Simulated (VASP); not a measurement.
# Pb (Fd-3m) in VASP: notebook

Aim: see how the results for Pb move with the level of theory and the settings. Levels: PBEsol, LDA, PBE+D3(BJ). Tasks: relaxation of cell and atoms, single point.

All numbers are computed with VASP 6.6.1; they aren't measurements. Logs are shortened: lines on timing, memory, paths and dates and some standing lists are left out, and cuts for length are marked.

## (1) The cell of the first run

Symmetry: Fd-3m, No. 227, cubic system. Conventional cell: a = 6.878 Å, b = 6.878 Å, c = 6.878 Å, α = 90.00°, β = 90.00°, γ = 90.00°. Within 3.9 Å of Pb (site symmetry -43m) lie 4 Pb at 2.98 Å.

## (2) Relaxation of cell and atoms, PBEsol, target pressure 30 GPa, at which the enthalpy is minimised

Input file INCAR:

```
SYSTEM = Pb
PREC = Accurate ; ENCUT = 600
EDIFF = 1E-6 ; ISMEAR = -1
SIGMA = 0.05 ; LREAL = .False.
LASPH = .True. ; NELM = 80
ALGO = Normal ; ISIF = 3
LWAVE = .False. ; LCHARG = .False.
GGA = PS ; IBRION = 2
NSW = 80 ; EDIFFG = -0.005
PSTRESS = 300.0
```

Input file KPOINTS:

```
regular mesh
0
Gamma
  7 7 7
  0 0 0
```

Input file POSCAR:

```
Pb
1.0
    0.0000000000      3.4390000555      3.4390000555
    3.4390000555      0.0000000000      3.4390000555
    3.4390000555      3.4390000555      0.0000000000
Pb
2
Direct
    0.2500000000      0.2500000000      0.2500000000
    0.0000000000      0.0000000000      0.0000000000
```

Potentials or basis: VASP PAW PBE potentials, release 64 (Pb_d).

The run is started by

```bash
> cat potpaw_PBE.64/Pb_d/POTCAR > POTCAR
> mpirun -np 1 vasp_std > vasp.out
```

OUTCAR:

```text
SYSTEM = Pb
   PREC = Accurate
   ENCUT = 600
   EDIFF = 1E-6
   ISMEAR = -1
   LREAL = .False.
   LASPH = .True.
   NELM = 80
   ISIF = 3
   GGA = PS
   IBRION = 2
   NSW = 80
   EDIFFG = -0.005
   PSTRESS = 300.0

 ion  position               nearest neighbor table
   1  0.250  0.250  0.250-   2 2.98   2 2.98   2 2.98   2 2.98
   2  0.000  0.000  0.000-   1 2.98   1 2.98   1 2.98   1 2.98

  LATTYP: Found a face centered cubic cell.
 ALAT       =     6.8780001110

  Lattice vectors:

 A1 = (   0.0000000000,   3.4390000555,   3.4390000555)
 A2 = (   3.4390000555,   0.0000000000,   3.4390000555)
 A3 = (   3.4390000555,   3.4390000555,   0.0000000000)

Analysis of symmetry for initial positions (statically):
=====================================================================
 Subroutine PRICEL returns:
 Original cell was already a primitive cell.

 Routine SETGRP: Setting up the symmetry group for a
 face centered cubic supercell.

 Subroutine GETGRP returns: Found 48 space group operations
 (whereof 24 operations were pure point group operations)
 out of a pool of 48 trial point group operations.

The static configuration has the point symmetry T_d .
 The point group associated with its full space group is O_h .

Analysis of symmetry for dynamics (positions and initial velocities):
=====================================================================
 Subroutine PRICEL returns:
 Original cell was already a primitive cell.

 Routine SETGRP: Setting up the symmetry group for a
 face centered cubic supercell.

 Subroutine GETGRP returns: Found 48 space group operations
 (whereof 24 operations were pure point group operations)
 out of a pool of 48 trial point group operations.

The dynamic configuration has the point symmetry T_d .
 The point group associated with its full space group is O_h .

 Subroutine INISYM returns: Found 48 space group operations
 (whereof 24 operations are pure point group operations),
 and found     1 'primitive' translations

----------------------------------------------------------------------------------------

                                     Primitive cell

  volume of cell :      81.3442

  direct lattice vectors                    reciprocal lattice vectors
     0.000000000  3.439000056  3.439000056    -0.145391100  0.145391100  0.145391100
     3.439000056  0.000000000  3.439000056     0.145391100 -0.145391100  0.145391100
     3.439000056  3.439000056  0.000000000     0.145391100  0.145391100 -0.145391100

  length of vectors
[... 58 lines left out ...]
 -0.285714  0.428571  0.142857     24.000000
   k-points           NKPTS =     20   k-points in BZ     NKDIM =     20   number of bands    NBANDS=     18
   number of dos      NEDOS =    301   number of ions     NIONS =      2
   total plane-waves  NPLWV =  64000
   dimension x,y,z NGX =    40 NGY =   40 NGZ =   40
   dimension x,y,z NGXF=    80 NGYF=   80 NGZF=   80
   ions per type =               2
   NGX,Y,Z   is equivalent  to a cutoff of  13.67, 13.67, 13.67 a.u.
   NGXF,Y,Z  is equivalent  to a cutoff of  27.35, 27.35, 27.35 a.u.
 SYSTEM =  Pb
   PREC   = accura    normal or accurate (medium, high low for compatibility)
   ISTART =      0    job   : 0-new  1-cont  2-samecut
   ICHARG =      2    charge: 1-file 2-atom 10-const
   ISPIN  =      1    spin polarized calculation?
   LNONCOLLINEAR =      F non collinear calculations
   LSORBIT =      F    spin-orbit coupling
   LASPH  =      T    aspherical Exc in radial PAW
   ENCUT  =  600.0 eV  44.10 Ry    6.64 a.u.   9.71  9.71  9.71*2*pi/ulx,y,z
   NELM   =     80;   NELMIN=  2; NELMDL= -5     # of ELM steps
   EDIFF  = 0.1E-05   stopping-criterion for ELM
   LREAL  =      F    real-space projection
   EDIFFG = -.5E-02   stopping-criterion for IOM
   NSW    =     80    number of steps for IOM
   IBRION =      2    ionic relax: 0-MD 1-quasi-New 2-CG
   NFREE  =      1    steps in history (QN), initial steepest desc. (CG)
   ISIF   =      3    stress and relaxation
   ISYM   =      2    0-nonsym 1-usesym 2-fastsym
   POTIM  = 0.5000    time-step for ionic-motion
   TEBEG  =    0.0;   TEEND  =   0.0 temperature during run
   PSTRESS=  300.0 pullay stress
   NELECT =      28.0000    total number of electrons
   NUPDOWN=      -1.0000    fix difference up-down
   EMIN   =  10.00;   EMAX   =-10.00  energy-range for DOS
   EFERMI =   0.00;   METHOD = LEGACY
   ISMEAR =    -1;   SIGMA  =   0.05  broadening in eV -4-tet -1-fermi 0-gaus
   EFERMI_NEDOS =   21; number of points for ismear=-14 and -15
   IALGO  =     38    algorithm
   IMIX   =      4    mixing-type and parameters
     AMIX     =   0.40;   BMIX     =  1.00
     AMIX_MAG =   1.60;   BMIX_MAG =  1.00
  volume/ion in A,a.u.               =      40.67       274.47
  Fermi-wavevector in a.u.,A,eV,Ry     =   1.147322  2.168124 17.909999  1.316348
  Thomas-Fermi vector in A             =   2.284002
   LORBIT       =      0    0 simple, 1 ext, 2 COOP (PROOUT), +10 PAW based schemes
   GGA     = PS    functional components
   LHFCALC =     F    Hartree Fock is set to
   AEXX    =    0.0000 exact exchange contribution
   IVDW    =     0    specifies the selected vdW correction
   LEPSILON=     F    determine dielectric tensor
   LRPA    =     F    only Hartree local field effects (RPA)
 conjugate gradient relaxation of ions
 non-spin polarized calculation
  energy-cutoff  :      600.00
  volume of cell :       81.34
 maximum number of plane-waves:      2734
   NGX = 19   NGY = 19   NGZ = 19

--------------------------------------- Ionic step        1  -------------------------------------------

 number of electron      28.0000004 magnetization

 Free energy of the ion-electron system (eV)
  ---------------------------------------------------
  ext. energy  EPLUGINS =         0.00000000
  ---------------------------------------------------
  free energy    TOTEN  =        -7.34929801 eV

  energy without entropy =       -7.34318997  energy(sigma->0) =       -7.34624399

 E-fermi :   4.1659     XC(G=0):  -8.6175

 val. band max:        4.1353855617   @ k =  -0.1429   0.1429   0.0000
 cond. band min:       4.1836139741   @ k =   0.1429   0.0000   0.0000
 fundamental gap:      0.0482284124
 Fermi energy:         4.1658881923
[... 1370 lines left out ...]
      5     -11.1506      2.00000
      6     -11.0768      2.00000
[... 10 lines left out ...]
     17      10.8072      0.00000
     18      11.0735      0.00000

[... ionic steps 4 to 7 ...]

--------------------------------------- Ionic step        8  -------------------------------------------

 number of electron      28.0000004 magnetization

------------------------ aborting loop because EDIFF is reached ----------------------------------------
[... 71 lines left out ...]
--------------------------------------- Ionic step       10  -------------------------------------------

 number of electron      28.0000004 magnetization

 Free energy of the ion-electron system (eV)
  ---------------------------------------------------
  ext. energy  EPLUGINS =         0.00000000
  ---------------------------------------------------
  free energy    TOTEN  =        -5.65597437 eV

  energy without entropy =       -5.65155560  energy(sigma->0) =       -5.65376499

 E-fermi :   8.3904     XC(G=0): -10.3473

 val. band max:        8.3131838267   @ k =  -0.1429   0.1429   0.0000
 cond. band min:       8.4431956315   @ k =   0.1429   0.0000   0.0000
 fundamental gap:      0.1300118048
 Fermi energy:         8.3904492124
[... 451 lines left out ...]
  energy  without entropy=       -5.6515556020  energy(sigma->0) =       -5.65376499

  enthalpy is  TOTEN    =         4.8488689894 eV   P V=       10.5048433600

 reached required accuracy - stopping structural energy minimisation
```

OSZICAR:

```text
N       E                     dE             d eps       ncg     rms          rms(c)
DAV:   1     0.288642595690E+03    0.28864E+03   -0.15166E+04   720   0.187E+03
DAV:   2     0.129094021884E+02   -0.27573E+03   -0.27231E+03   720   0.435E+02
DAV:   3    -0.676856770717E+01   -0.19678E+02   -0.19534E+02   880   0.147E+02
DAV:   4    -0.737335012337E+01   -0.60478E+00   -0.60406E+00   844   0.323E+01
[... 93 lines left out ...]
   9 F= 0.48488696E+01 E0= 0.48510789E+01  d E =0.984669E-06
       N       E                     dE             d eps       ncg     rms          rms(c)
DAV:   1    -0.565597717671E+01    0.98672E-03   -0.84694E-05   770   0.190E-01    0.835E-03
DAV:   2    -0.565597464685E+01    0.25299E-05   -0.51468E-06   682   0.498E-02    0.302E-03
DAV:   3    -0.565597437063E+01    0.27622E-06   -0.14189E-06   378   0.256E-02
  10 F= 0.48488690E+01 E0= 0.48510784E+01  d E =0.399251E-06
```

Wall time 5 min (1 thread of AMD EPYC 7R43 (Zen 3), shared host); peak memory 0.23 GiB.

Results:

| Property | Result |
| --- | --- |
| Free energy | -5.6560 eV |
| Relaxed volume | 28.05 Å³/atom |
| Relaxed cell | a = 4.297 Å, b = 4.297 Å, c = 4.297 Å, α = 60.00°, β = 60.00°, γ = 60.00° |
| Space group after relaxing (to 0.05 Å) | Fd-3m (No. 227) |
| Energy change on relaxing (the enthalpy is what falls) | +846.7 meV/atom |
| Ionic steps | 10 |
| Pressure after relaxing | 30.0 GPa |
| Band gap on the k mesh | zero (band 14 reaches 9.06 eV, above the bottom of band 15 at 7.84 eV) |

The path:
```tsv
step	energy change (eV)	largest force (eV/Å)	pressure (GPa)	volume (Å³)
1	0.0000	0.0000	0.44	81.34
2	58.6122	0.0000	1059.49	21.13
3	0.1345	0.0000	5.13	72.86
4	0.3917	0.0000	10.11	67.33
5	2.1391	0.0000	36.42	53.94
6	1.6139	0.0000	28.84	56.53
7	1.6940	0.0000	30.03	56.10
8	1.6869	0.0000	29.90	56.14
9	1.6923	0.0000	29.96	56.11
10	1.6933	0.0000	29.99	56.10
```

Final structure:
```
Pb
1.0
     0.00000    3.03843    3.03843
     3.03843    0.00000    3.03843
     3.03843    3.03843    0.00000
Pb
2
Cartesian
  1.5192 1.5192 1.5192
  0.0000 0.0000 0.0000
```

Caveat: the cell is relaxed towards a set pressure, so the enthalpy falls and the energy may rise; the volume moved by over 15 % at a fixed basis, so the end points are rough; the PAW data sets were made with another functional, which shifts forces and pressure a little; spin-orbit coupling is left out, which moves the levels of the heavy elements.

## (3) Single point, LDA

Input file INCAR:

```
SYSTEM = Pb
ALGO = Normal
EDIFF = 1E-7
ENCUT = 520
GGA = CA
ISIF = 2
ISMEAR = 1
LASPH = .True.
LCHARG = .False.
LREAL = .False.
LWAVE = .False.
NBANDS = 21
NELM = 100
PREC = Accurate
SIGMA = 0.1
```

Input file KPOINTS:

```
k-points
0
Gamma
  7 7 7
  0 0 0
```

Input file POSCAR:

```
Pb
1.0
    0.0000000000      3.4390000550      3.4390000550
    3.4390000550      0.0000000000      3.4390000550
    3.4390000550      3.4390000550      0.0000000000
Pb
2
Direct
    0.5000000000      0.5000000000      0.5000000000
    0.7500000000      0.7500000000      0.7500000000
```

Potentials or basis: VASP PAW LDA potentials, release 64 (Pb_d).

The run is started by

```bash
> cat potpaw_LDA.64/Pb_d/POTCAR > POTCAR
> mpirun -np 1 vasp_std > vasp.out
```

Run time: 23 s. Hardware: 1 thread of Intel Xeon Platinum 8259CL at 2.50GHz (Skylake/Cascade Lake), shared host; peak memory 0.18 GiB.

It converged, with:

| Quantity | Value |
| --- | --- |
| Free energy | -7.8842 eV |
| Pressure | -0.7 GPa |
| Band gap on the k mesh | zero (band 14 reaches 4.45 eV, above the bottom of band 15 at 3.34 eV) |

Levels at points of the mesh, in eV from the Fermi level:
| k point | band 11 | band 12 | band 13 | band 14 | band 15 | band 16 | band 17 | band 18 |
| --- | --- | --- | --- | --- | --- | --- | --- | --- |
| (0.00, 0.00, 0.00) | -11.16 | -3.96 | 0.39 | 0.39 | 0.39 | 2.39 | 2.39 | 2.39 |

Caveat: spin-orbit coupling is left out, which moves the levels of the heavy elements.

## (4) Single point, PBE+D3(BJ)

Input file INCAR:

```
PREC = Accurate
ENCUT = 520
EDIFF = 1E-6
ISMEAR = -1
SIGMA = 0.05
LREAL = F
LASPH = T
NELM = 100
ALGO = Normal
ISIF = 2
LWAVE = F
LCHARG = F
GGA = PE
IVDW = 12
NBANDS = 21
```

Input file KPOINTS:

```
regular mesh
0
Gamma
  7 7 7
```

Input file POSCAR:

```
Pb
1.0
    0.0000000000      3.4390000555      3.4390000555
    3.4390000555      0.0000000000      3.4390000555
    3.4390000555      3.4390000555      0.0000000000
Pb
2
Direct
    0.2500000000      0.2500000000      0.2500000000
    0.0000000000      0.0000000000      0.0000000000
```

Potentials or basis: VASP PAW PBE potentials, release 64 (Pb_d).

The run is started by

```bash
> cat potpaw_PBE.64/Pb_d/POTCAR > POTCAR
> mpirun -np 1 vasp_std > vasp.out
```

Run time: 50 s. Hardware: 1 thread of Intel Xeon 8259CL, shared host; peak memory 0.21 GiB.

It converged, with:

```
Free energy                : -7.1777 eV
Pressure                   : 1.1 GPa
Band gap on the k mesh     : zero (band 14 reaches 4.74 eV, above the bottom of band 15 at 3.63 eV)
Dispersion energy per atom : -0.307 eV
```

Levels at points of the mesh, in eV from the Fermi level:
```
           k point  band 12  band 13  band 14  band 15  band 16  band 17
(0.00, 0.00, 0.00)    -3.93     0.40     0.40     0.40     2.41     2.41
```

Caveat: three body term missing; spin-orbit coupling is left out, which moves the levels of the heavy elements; pairwise dispersion overbinds metals, which lowers pressure and volume.

## (5) Single point, PBE+D3(BJ)

This run uses another cell than the first one, of 42.23 Å³/atom, 1.038 times its volume.

Input file INCAR:

```
SYSTEM = Pb
PREC     = Accurate       ! precision mode
ENCUT    = 520            ! plane-wave cutoff, eV
EDIFF    = 1E-6           ! SCF threshold, eV
ISMEAR   = -1             ! smearing method
SIGMA    = 0.05           ! smearing width, eV
LREAL    = .FALSE.        ! projectors in reciprocal space
LASPH    = .TRUE.         ! aspherical terms in the spheres
NELM     = 80             ! most SCF steps
ALGO     = Normal         ! electronic algorithm
ISIF     = 2              ! what is computed and relaxed
LWAVE    = .FALSE.        ! write WAVECAR
LCHARG   = .FALSE.        ! write CHGCAR
GGA      = PE             ! functional
IVDW     = 12             ! dispersion correction
NBANDS   = 21             ! bands
```

Input file KPOINTS:

```
Automatic mesh
0
G
  7 7 7
  0 0 0
```

Input file POSCAR:

```
Pb
1.0
    0.0000000000      3.4824092919      3.4824092919
    3.4824092919      0.0000000000      3.4824092919
    3.4824092919      3.4824092919      0.0000000000
Pb
2
Direct
    0.2500000000      0.2500000000      0.2500000000
    0.0000000000      0.0000000000      0.0000000000
```

The run is started by

```bash
> cat potpaw_PBE.64/Pb_d/POTCAR > POTCAR
> mpirun -np 1 vasp_std > vasp.out
```

It took 67 s on 1 thread of Intel Xeon 8259CL, shared host; peak memory 0.25 GiB.

The run converged. Its results:

* Free energy: -7.1881 eV
* Pressure: -0.1 GPa
* Band gap on the k mesh: zero (band 14 reaches 4.39 eV, above the bottom of band 15 at 3.34 eV)
* Dispersion energy per atom: -0.295 eV

Levels at points of the mesh, in eV from the Fermi level:
```
           k point  band 10  band 11  band 12  band 13  band 14  band 15  band 16  band 17  band 18  band 19
(0.00, 0.00, 0.00)   -16.65   -10.93    -4.13     0.38     0.38     0.38     2.38     2.38     2.38     4.10
```

Caveat: spin-orbit coupling is left out, which moves the levels of the heavy elements; pairwise dispersion overbinds metals, which lowers pressure and volume.

[end of part 1 of 2]
